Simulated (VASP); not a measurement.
Input of a VASP 6.6.1 run:

Contents of INCAR:

```
SYSTEM = Al2Pt
  ALGO = Fast
  EDIFF = 1E-7
  ENCUT = 520
  GGA = PS
  ISIF = 2
  ISMEAR = 0
  LASPH = .True.
  LCHARG = .False.
  LREAL = .False.
  LWAVE = .False.
  NBANDS = 25
  NELM = 80
  PREC = Accurate
  SIGMA = 0.1
```

The input KPOINTS:

```
k-points
0
Gamma
  8 8 6
  0 0 0
```

The input POSCAR:

```
Al2Pt
1.0
    2.9482572945      2.9482572945      0.0000000000
   -2.9482572945      2.9482572945      0.0000000000
    0.0000000000      0.0000000000      5.9849623079
Al Pt
4 2
Direct
    0.0000000000      0.5000000000      0.7500000000
    0.5000000000      0.0000000000      0.7500000000
    0.5000000000      0.0000000000      0.2500000000
    0.0000000000      0.5000000000      0.2500000000
    0.0000000000      0.0000000000      0.0000000000
    0.5000000000      0.5000000000      0.5000000000
```

Potentials or basis: VASP PAW PBE potentials, release 64 (Al, Pt).

Launch:

```sh
$ cat potpaw_PBE.64/Al/POTCAR potpaw_PBE.64/Pt/POTCAR > POTCAR
$ mpirun -np 1 vasp_std > vasp.out
```

**Question.** Estimate the band gap on the k mesh.

**Answer.** Zero (band 16 reaches 10.64 eV, above the bottom of band 17 at 6.13 eV).

**Question.** Estimate the pressure.

**Answer.** -2.0 GPa.

Stress tensor (GPa, compression positive):
```
-1.77  0.00  0.00
 0.00 -1.77  0.00
 0.00  0.00 -2.58
```

Caveat: the cell differs from its parent crystal (strain along c alone, the other axes held: +1.5 %); the PAW data sets were made with another functional, which shifts forces and pressure a little; spin-orbit coupling is left out, which moves the levels of the heavy elements.
